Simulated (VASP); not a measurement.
A run of VASP 6.6.1 is set up as follows.

Contents of POSCAR:

```
KCl
1.0
    0.0000000000      3.1448483221      3.1564842609
    3.1448483221      0.0000000000      3.1564842609
    3.1448483221      3.1448483221      0.0000000000
K Cl
1 1
Direct
    0.0000000000      0.0000000000      0.0000000000
    0.5000000000      0.5000000000      0.5000000000
```

File INCAR.step1:

```
SYSTEM = KCl
ALGO     = Normal         ! electronic algorithm
EDIFF    = 1E-4           ! SCF threshold, eV
ENCUT    = 520            ! plane-wave cutoff, eV
GGA      = PE             ! functional
ISMEAR   = 0              ! smearing method
LASPH    = .True.         ! aspherical terms in the spheres
LCHARG   = .False.        ! write CHGCAR
LREAL    = .False.        ! projectors in reciprocal space
LWAVE    = .True.         ! write WAVECAR
NBANDS   = 15             ! bands
NELM     = 80             ! most SCF steps
PREC     = Accurate       ! precision mode
SIGMA    = 0.01           ! smearing width, eV
```

File INCAR.step2:

```
SYSTEM = KCl
ALGO     = Normal         ! electronic algorithm
EDIFF    = 1E-7           ! SCF threshold, eV
ENCUT    = 520            ! plane-wave cutoff, eV
ISIF     = 2              ! what is computed and relaxed
ISMEAR   = 0              ! smearing method
ISTART   = 1            
LASPH    = .True.         ! aspherical terms in the spheres
LCHARG   = .True.         ! write CHGCAR
LELF     = .True.         ! ELF
LMIXTAU  = .True.       
LREAL    = .False.        ! projectors in reciprocal space
LVHAR    = .True.       
LWAVE    = .False.        ! write WAVECAR
METAGGA  = R2SCAN         ! meta-GGA
NBANDS   = 15             ! bands
NELM     = 80             ! most SCF steps
PREC     = Accurate       ! precision mode
SIGMA    = 0.01           ! smearing width, eV
```

KPOINTS

```
k-points
0
Gamma
  8 8 8
  0 0 0
```

Potentials or basis: VASP PAW PBE potentials, release 64 (K_sv, Cl).

The run is started by

```sh
$ cat potpaw_PBE.64/K_sv/POTCAR potpaw_PBE.64/Cl/POTCAR > POTCAR
$ cp INCAR.step1 INCAR
$ mpirun -np 1 vasp_std > vasp.out
$ cp INCAR.step2 INCAR
$ mpirun -np 1 vasp_std > vasp.out
```

(1) Estimate the band gap on the k mesh.

(2) Predict the pressure.

## Answers

(1) 5.82 eV.

(2) -0.1 GPa.

Caveat: the cell differs from its parent crystal (uniaxial z strain +0.4%); the PAW data sets were made with another functional, which shifts forces and pressure a little.
